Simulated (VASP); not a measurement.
# Ti: single point with r2SCAN

The system is Ti.

```
CELL_PARAMETERS angstrom
2.95000 0.00000 0.00000
-1.47500 2.55477 0.00000
0.00000 0.00000 4.68000
ATOMIC_POSITIONS crystal
Ti 0.33333 0.66667 0.25000
Ti 0.66667 0.33333 0.75000
```

| Item | Value |
| --- | --- |
| Program | VASP 6.6.1 |
| Task | single point |
| Functional | r2SCAN |
| Potentials or basis | VASP PAW PBE potentials, release 64 (Ti_sv) |
| Cutoff | 520 eV |
| k mesh | 13 × 13 × 7 |
| Occupations | methfessel-paxton, width 0.25 eV |
| Spin | no spin polarisation |

```yaml
Pressure: -1.8 GPa
Band_gap_on_the_k_mesh: zero (band 12 reaches 9.09 eV, above the bottom of band 13 at 7.86 eV)
```

Stress tensor (GPa, compression positive):
```
-1.67  0.00  0.00
 0.00 -1.67  0.00
 0.00  0.00 -2.19
```

Levels at points of the mesh, in eV from the Fermi level:
| k point | band 9 | band 10 | band 11 | band 12 | band 13 | band 14 | band 15 | band 16 |
| --- | --- | --- | --- | --- | --- | --- | --- | --- |
| (0.00, 0.00, 0.00) | -6.59 | -2.84 | 0.49 | 0.85 | 0.85 | 0.93 | 1.36 | 1.36 |

It took 82 s on 1 thread of Intel(R) Xeon(R) 6975P-C (Granite Rapids) (shared host), peak memory 0.18 GiB.

Caveat: the PAW data sets were made with another functional, which shifts forces and pressure a little.
